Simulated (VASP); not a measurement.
Write the native input for VASP 6.6.1 that does the following.

* Task: single point
* Functional: r2SCAN
* Potentials or basis: VASP PAW PBE potentials, release 64 (Ti_sv)
* Cutoff: 520 eV
* k mesh: 8 × 8 × 8
* Occupations: gaussian, width 0.1 eV
* Spin: no spin polarisation
* Dipole correction: no
* Further INCAR settings: ALGO = Normal; EDIFF = 1e-06; NBANDS = 12

The system is Ti.

```
Ti
1.0
     0.00000    2.05591    2.05591
     2.05591    0.00000    2.05591
     2.05591    2.05591    0.00000
Ti
1
Direct
  0.50000 0.50000 0.50000
```

The input as run:

POSCAR

```
Ti
1.0
    0.0000000000      2.0559102093      2.0559102093
    2.0559102093      0.0000000000      2.0559102093
    2.0559102093      2.0559102093      0.0000000000
Ti
1
Direct
    0.5000000000      0.5000000000      0.5000000000
```

INCAR.step1

```
SYSTEM = Ti
  PREC = Accurate
  ENCUT = 520
  ISMEAR = 0
  SIGMA = 0.1
  LREAL = .False.
  LASPH = .True.
  NELM = 60
  NBANDS = 12
  GGA = PE
  ALGO = Normal
  EDIFF = 1E-4
  LWAVE = .True.
  LCHARG = .False.
```

INCAR.step2

```
SYSTEM = Ti
  PREC = Accurate
  ENCUT = 520
  EDIFF = 1E-6
  ISMEAR = 0
  SIGMA = 0.1
  LREAL = .False.
  LASPH = .True.
  NELM = 60
  ALGO = Normal
  ISIF = 2
  LWAVE = .False.
  LCHARG = .True.
  METAGGA = R2SCAN
  LMIXTAU = .True.
  LELF = .True.
  LVHAR = .True.
  NBANDS = 12
  ISTART = 1
```

KPOINTS

```
Automatic mesh
0
Gamma
  8 8 8
  0 0 0
```

Potentials or basis: VASP PAW PBE potentials, release 64 (Ti_sv).

The run is started by

```console
$ cat potpaw_PBE.64/Ti_sv/POTCAR > POTCAR
$ cp INCAR.step1 INCAR
$ mpirun -np 1 vasp_std > vasp.out
$ cp INCAR.step2 INCAR
$ mpirun -np 1 vasp_std > vasp.out
```

It gave:

```
Pressure               : 0.5 GPa
Band gap on the k mesh : zero (band 6 reaches 9.21 eV, above the bottom of band 7 at 7.80 eV)
```

Caveat: the PAW data sets were made with another functional, which shifts forces and pressure a little.

Wall time 16 s on 1 thread of Intel(R) Xeon(R) Platinum 8559C (Emerald Rapids), on a shared host, peak memory 0.14 GiB.
